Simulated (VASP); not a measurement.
# CuSi12O24 (a cell with a defect) in VASP: notebook, part 3 of 3

VASP 6.6.1.

**6. Relaxation of the atoms, LDA**

INCAR

```
  PREC = Accurate
  ENCUT = 520
  EDIFF = 1E-7
  ISMEAR = -1
  SIGMA = 0.02
  LREAL = Auto
  LASPH = True
  NELM = 80
  ALGO = Normal
  ISIF = 2
  LWAVE = False
  LCHARG = False
  GGA = CA
  IBRION = 2
  NSW = 45
  EDIFFG = -0.08
  NELECT = 202.0
```

KPOINTS

```
regular mesh
0
Gamma
  1 1 1
```

POSCAR

```
CuSi12O24
1.0
   -2.4754500000      4.2876050000      5.4285000000
    4.9509000000      0.0000000000      5.4285000000
    4.9509000000      8.5752100000      0.0000000000
Si O Cu
12 24 1
Direct
    0.0951333000      0.5715333000      0.9524333000
    0.4048667000      0.9284667000      0.0357667000
    0.0000000000      0.0000000000      0.2618000000
    0.0951333000      0.5715333000      0.4524333000
    0.4048667000      0.9284667000      0.5357667000
    0.0000000000      0.0000000000      0.7618000000
    0.5951333000      0.0715333000      0.2024333000
    0.9048667000      0.4284667000      0.2857667000
    0.5000000000      0.5000000000      0.5118000000
    0.5951333000      0.0715333000      0.7024333000
    0.9048667000      0.4284667000      0.7857667000
    0.5000000000      0.5000000000      0.0118000000
    0.3172832000      0.4774833000      0.9691084000
    0.1827167000      0.0225168000      0.1164916000
    0.9385666000      0.5228666000      0.1108167000
    0.5637001000      0.3082001000      0.1380500000
    0.9362999000      0.1917999000      0.3240000000
    0.5614334000      0.9771334000      0.0915333000
    0.3172832000      0.4774833000      0.4691084000
    0.1827168000      0.0225168000      0.6164916000
    0.9385666000      0.5228666000      0.6108167000
    0.5637001000      0.3082001000      0.6380500000
    0.9362999000      0.1917999000      0.8240000000
    0.5614334000      0.9771334000      0.5915333000
    0.8172832000      0.9774833000      0.2191084000
    0.6827168000      0.5225168000      0.3664916000
    0.4385666000      0.0228666000      0.3608167000
    0.0637001000      0.8082001000      0.3880500000
    0.4362999000      0.6917999000      0.5740000000
    0.0614334000      0.4771334000      0.3415333000
    0.8172832000      0.9774833000      0.7191084000
    0.6827168000      0.5225168000      0.8664916000
    0.4385666000      0.0228666000      0.8608167000
    0.0637001000      0.8082001000      0.8880500000
    0.4362999000      0.6917999000      0.0740000000
    0.0614334000      0.4771334000      0.8415333000
    0.6650608000      0.6874578000      0.6536153000
```

Potentials or basis: VASP PAW LDA potentials, release 64 (Si, O, Cu).

On the command line:

```
$ cat potpaw_LDA.64/Si/POTCAR potpaw_LDA.64/O/POTCAR potpaw_LDA.64/Cu/POTCAR > POTCAR
$ mpirun -np 1 vasp_gam > vasp.out
```

OUTCAR:

```text
PREC = Accurate
   ENCUT = 520
   EDIFF = 1E-7
   ISMEAR = -1
   LREAL = Auto
   LASPH = True
   NELM = 80
   ISIF = 2
   GGA = CA
   IBRION = 2
   NSW = 45
   EDIFFG = -0.08
   NELECT = 202.0

 ion  position               nearest neighbor table
   1  0.095  0.572  0.952-  36 1.60  13 1.60  15 1.61  34 1.61  11 3.07   6 3.07   8 3.07  12 3.07

   2  0.405  0.928  0.036-  14 1.60  33 1.60  18 1.61  35 1.61   7 3.07   3 3.07  10 3.07  12 3.07

   3  0.000  0.000  0.262-  17 1.60  28 1.60  14 1.61  25 1.61   2 3.07   4 3.07   7 3.07   8 3.07
[... 28 lines left out ...]
  22  0.564  0.308  0.638-   9 1.60  10 1.61
  23  0.936  0.192  0.824-   6 1.60  11 1.61
  24  0.561  0.977  0.592-  10 1.60   5 1.61  37 1.97
  25  0.817  0.977  0.219-   7 1.60   3 1.61
  26  0.683  0.523  0.366-   8 1.60   9 1.61
  27  0.439  0.023  0.361-   5 1.60   7 1.61
  28  0.064  0.808  0.388-   3 1.60   4 1.61
  29  0.436  0.692  0.574-   9 1.60   5 1.61  37 2.07
  30  0.061  0.477  0.342-   4 1.60   8 1.61
  31  0.817  0.977  0.719-  10 1.60   6 1.61
  32  0.683  0.523  0.866-  11 1.60  12 1.61  37 2.07
  33  0.439  0.023  0.861-   2 1.60  10 1.61
  34  0.064  0.808  0.888-   6 1.60   1 1.61
  35  0.436  0.692  0.074-  12 1.60   2 1.61
  36  0.061  0.477  0.842-   1 1.60  11 1.61
  37  0.665  0.687  0.654-  24 1.97  21 1.98  29 2.07  32 2.07   5 2.47  11 2.48  10 2.88

  LATTYP: Found a base centered monoclinic cell.
 ALAT       =    11.9325545605
 B/A-ratio  =     0.7186399370
 C/A-ratio  =     0.8298139055
 COS(beta)  =    -0.4149069528

  Lattice vectors:

 A1 = (   2.4754500000,  -4.2876050000,  -5.4285000000)
 A2 = (  -4.9509000000,   0.0000000000,  -5.4285000000)
 A3 = (   4.9509000000,   8.5752100000,   0.0000000000)

Analysis of symmetry for initial positions (statically):
=====================================================================
 Subroutine PRICEL returns:
 Original cell was already a primitive cell.

 Routine SETGRP: Setting up the symmetry group for a
 base centered monoclinic supercell.
[... 205 lines left out ...]

 number of electron     201.9999991 magnetization

 Free energy of the ion-electron system (eV)
  ---------------------------------------------------
  ext. energy  EPLUGINS =         0.00000000
  ---------------------------------------------------
  free energy    TOTEN  =      -317.64247065 eV

  energy without entropy =     -317.64247065  energy(sigma->0) =     -317.64247065

------------------------ aborting loop because EDIFF is reached ----------------------------------------

  FORCE on cell =-STRESS in cart. coord.  units (eV):
  Direction    XX          YY          ZZ          XY          YZ          ZX
  --------------------------------------------------------------------------------------
  -------------------------------------------------------------------------------------
  Total        2.4633374      3.1874470     -0.6088078     -1.1889900      0.1253238      0.1826580
  in kB        8.5624041     11.0793631     -2.1161773     -4.1328535      0.4356177      0.6349075
  external PRESSURE =       5.8418633 kB  Pullay stress =       0.0000000 kB
[... 194 lines left out ...]
  FREE ENERGIE OF THE ION-ELECTRON SYSTEM (eV)
  ---------------------------------------------------
  free  energy   TOTEN  =      -317.9522312746 eV

  energy  without entropy=     -317.9522312745  energy(sigma->0) =     -317.95223127

[... ionic steps 4 to 35 ...]

--------------------------------------- Ionic step       36  -------------------------------------------

 number of electron     202.0000006 magnetization

------------------------ aborting loop because EDIFF is reached ----------------------------------------
[... 137 lines left out ...]
--------------------------------------- Ionic step       38  -------------------------------------------

 number of electron     202.0000002 magnetization

 Free energy of the ion-electron system (eV)
  ---------------------------------------------------
  ext. energy  EPLUGINS =         0.00000000
  ---------------------------------------------------
  free energy    TOTEN  =      -318.29050326 eV

  energy without entropy =     -318.29050326  energy(sigma->0) =     -318.29050326

 E-fermi :   3.9751     XC(G=0):  -9.8824

 val. band max:        3.4401694132   @ k =   0.0000   0.0000   0.0000
 cond. band min:       6.2904816473   @ k =   0.0000   0.0000   0.0000
 fundamental gap:      2.8503122341
 Fermi energy:         3.9750861680

 k-point     1 :       0.0000    0.0000    0.0000
  band No.  band energies     occupation
      1     -18.3208      2.00000
      2     -17.9252      2.00000
      3     -17.6546      2.00000
      4     -17.5591      2.00000
      5     -17.2810      2.00000
      6     -17.2560      2.00000
[... 105 lines left out ...]
    112      10.2012      0.00000
    113      10.2526      0.00000
 [bands above 113 left out]

------------------------ aborting loop because EDIFF is reached ----------------------------------------

  FORCE on cell =-STRESS in cart. coord.  units (eV):
  Direction    XX          YY          ZZ          XY          YZ          ZX
  --------------------------------------------------------------------------------------
  -------------------------------------------------------------------------------------
  Total      -10.7192087     -9.8840743    -11.0773561     -0.7623486      0.1752577     -0.5670424
  in kB      -37.2592881    -34.3564139    -38.5041856     -2.6498752      0.6091845     -1.9710034
  external PRESSURE =     -36.7066292 kB  Pullay stress =       0.0000000 kB
[... 52 lines left out ...]
  FREE ENERGIE OF THE ION-ELECTRON SYSTEM (eV)
  ---------------------------------------------------
  free  energy   TOTEN  =      -318.2905032630 eV

  energy  without entropy=     -318.2905032630  energy(sigma->0) =     -318.29050326

 reached required accuracy - stopping structural energy minimisation
```

OSZICAR:

```text
N       E                     dE             d eps       ncg     rms          rms(c)
DAV:   1     0.269523526950E+04    0.26952E+04   -0.11245E+05   242   0.176E+03
DAV:   2    -0.382059176269E+02   -0.27334E+04   -0.26071E+04   314   0.472E+02
DAV:   3    -0.341879920400E+03   -0.30367E+03   -0.29937E+03   266   0.186E+02
[... 456 lines left out ...]
DAV:   5    -0.318290504546E+03    0.16636E-04   -0.10833E-04   356   0.633E-02    0.124E-02
DAV:   6    -0.318290503705E+03    0.84095E-06   -0.18087E-05   292   0.179E-02    0.760E-03
DAV:   7    -0.318290503609E+03    0.95995E-07   -0.25386E-06   324   0.631E-03    0.439E-03
DAV:   8    -0.318290503300E+03    0.30828E-06   -0.25490E-07   212   0.369E-03    0.151E-03
DAV:   9    -0.318290503263E+03    0.37424E-07   -0.34427E-07   236   0.294E-03
  38 F= -.31829050E+03 E0= -.31829050E+03  d E =-.211819E-02
```

CONTCAR:

```text
CuSi12O24
   1.00000000000000
    -2.4754499999999999    4.2876050000000001    5.4284999999999997
     4.9508999999999999    0.0000000000000000    5.4284999999999997
     4.9508999999999999    8.5752100000000002    0.0000000000000000
  Si              O               Cu
    12    24     1
Direct
     0.1111595686526359    0.5603251479672048    0.9519179896820581
     0.4002844226027366    0.9359720570966578    0.0353228759027748
     0.9959297005234770    0.9972333103075469    0.2683676760922255
     0.0950076971144384    0.5697490404703980    0.4527322744554985
     0.3876327524876835    0.9508783114149303    0.5252546931006188
     0.9946424372315100    0.9929251783943909    0.7628832455993316
[... 29 lines left out ...]
     0.0854436213973132    0.4543341828391503    0.8424708817744422
     0.6567568650203235    0.6697497106811487    0.6494603707175239

  0.00000000E+00  0.00000000E+00  0.00000000E+00
  0.00000000E+00  0.00000000E+00  0.00000000E+00
  0.00000000E+00  0.00000000E+00  0.00000000E+00
  0.00000000E+00  0.00000000E+00  0.00000000E+00
  0.00000000E+00  0.00000000E+00  0.00000000E+00
  0.00000000E+00  0.00000000E+00  0.00000000E+00
[... 29 lines left out ...]
  0.00000000E+00  0.00000000E+00  0.00000000E+00
  0.00000000E+00  0.00000000E+00  0.00000000E+00
```

It took 53 min on 1 thread of Intel Xeon Platinum 8488C (Sapphire Rapids), shared host; peak memory 0.42 GiB.

What came out:

```yaml
Free_energy: -318.2905 eV
Energy_gained_by_relaxing: 17.5 meV/atom
Ionic_steps: 38
Largest_force_after_relaxing: 0.079 eV/Å
```

Forces on the atoms (eV/Å):
```
Si   0.061 -0.003  0.004
Si  -0.024 -0.026  0.041
Si  -0.004 -0.072  0.001
Si  -0.021  0.024 -0.017
Si   0.048  0.023  0.007
Si  -0.024 -0.028 -0.050
Si   0.047 -0.002 -0.030
Si  -0.001  0.007  0.035
Si  -0.003  0.004 -0.017
Si  -0.045 -0.040 -0.010
Si   0.025  0.036 -0.012
Si  -0.048 -0.025  0.004
O    0.005  0.018  0.021
O    0.030  0.019  0.026
O    0.023  0.049 -0.023
O    0.046  0.034 -0.013
O   -0.008 -0.002  0.028
O   -0.012  0.023  0.005
O   -0.011 -0.043  0.006
O   -0.022 -0.052  0.010
O   -0.010  0.039 -0.024
O    0.000  0.016  0.006
O   -0.015  0.030 -0.018
O    0.014  0.020 -0.024
O   -0.014 -0.044  0.013
O   -0.006 -0.013  0.035
O    0.074 -0.003 -0.028
O   -0.037  0.023  0.020
O   -0.051 -0.003 -0.008
O    0.059 -0.037 -0.010
O   -0.057  0.011 -0.001
O   -0.005  0.001  0.026
O   -0.006 -0.010  0.021
O    0.057 -0.036 -0.003
O    0.007  0.009  0.004
O   -0.027  0.021  0.016
Cu  -0.044  0.032 -0.042
```

Step by step:
```
step  energy change (eV)  largest force (eV/Å)  pressure (GPa)
   1              0.0000                3.3094            0.58
   2              1.7717                7.4588            1.72
   3             -0.3098                1.1418            0.43
   4             -0.3175                1.4309           -0.38
   5             -0.3879                0.5850           -0.03
   6             -0.4406                0.4606           -0.87
   7             -0.4406                0.4617           -0.87
   8             -0.4813                0.5261           -1.67
   9             -0.4830                0.6063           -1.87
  10             -0.5150                0.2483           -2.45
  11             -0.5188                0.3542           -2.73
  12             -0.5380                0.2495           -2.94
  13             -0.5443                0.3730           -3.14
  14             -0.5591                0.2441           -3.25
  15             -0.5651                0.3748           -3.37
  16             -0.5786                0.2346           -3.44
  17             -0.5853                0.3160           -3.53
  18             -0.5954                0.1535           -3.61
  19             -0.5965                0.1896           -3.64
  20             -0.6025                0.1415           -3.72
  21             -0.6038                0.2530           -3.77
  22             -0.6088                0.1700           -3.84
  23             -0.6136                0.1868           -4.01
  24             -0.6175                0.1043           -4.07
  25             -0.6186                0.1437           -4.12
  26             -0.6228                0.1158           -4.15
  27             -0.6248                0.1501           -4.19
  28             -0.6286                0.1197           -4.18
  29             -0.6298                0.1462           -4.17
  30             -0.6333                0.1332           -4.12
  31             -0.6353                0.2033           -4.03
  32             -0.6378                0.1763           -3.98
  33             -0.6423                0.1093           -3.85
  34             -0.6383                0.3394           -3.60
  35             -0.6429                0.1215           -3.78
  36             -0.6450                0.0903           -3.74
  37             -0.6459                0.1089           -3.70
  38             -0.6480                0.0793           -3.67
```

Final structure:
```xyz
37
Lattice="-2.4754 4.2876 5.4285 4.9509 0.0000 5.4285 4.9509 8.5752 0.0000" Properties=species:S:1:pos:R:3 pbc="T T T"
Si    7.2118    8.6395    3.6452
Si    3.8179    2.0192    7.2539
Si    3.8005    6.5715   10.8199
Si    4.8270    4.2896    3.6086
Si    6.3486    6.1662    7.2661
Si    6.2306   10.8065   10.7895
Si   -0.1548    4.2737    3.6704
Si    1.2988    6.3001    7.2251
Si    3.7743    6.4985    5.4462
Si    2.4415    8.5534    3.6118
Si    3.6936   10.7548    7.2304
Si    1.2930    2.3255    5.4926
O     6.3140    9.7760    4.3431
O     0.2779    1.8119    1.0895
O     0.7644    4.9722    7.9578
O     0.7254    3.7054    4.9029
O     0.3019    6.7707    6.0512
O     3.9095    3.1077    8.4418
O     3.9133    5.4365    4.2552
O     2.7883    5.9311    1.0928
O     3.3066    9.3109    7.9148
O     3.3235    7.9080    4.8010
O     2.7102   11.1209    6.0326
O     6.4430    7.4087    8.3421
O     3.8725    5.4737    9.6366
O     2.7432    5.9957    6.5650
O     0.8609    4.8440    2.5387
O     5.8056    3.6825    4.7290
O     5.2385    6.7256    6.1716
O     3.9068    3.1967    2.8928
O     6.4192    9.6874    9.6410
O     5.1735   10.3866    6.6339
O     3.3715    9.1753    2.4592
O     8.0750    7.8690    4.7678
O     2.7256    2.5163    6.1740
O     6.2088    7.5907    2.9302
Cu    4.9055    8.3852    7.2009
```

Caveat: the k points lie up to 0.93 Å⁻¹ apart; the cell carries a net charge on a neutralising background, which shifts energy and pressure; the cell is charged against a uniform background, so pressure and absolute levels hang on convention; the relaxation stopped at a loose force limit of 0.08 eV/Å, so its end isn't a converged minimum.
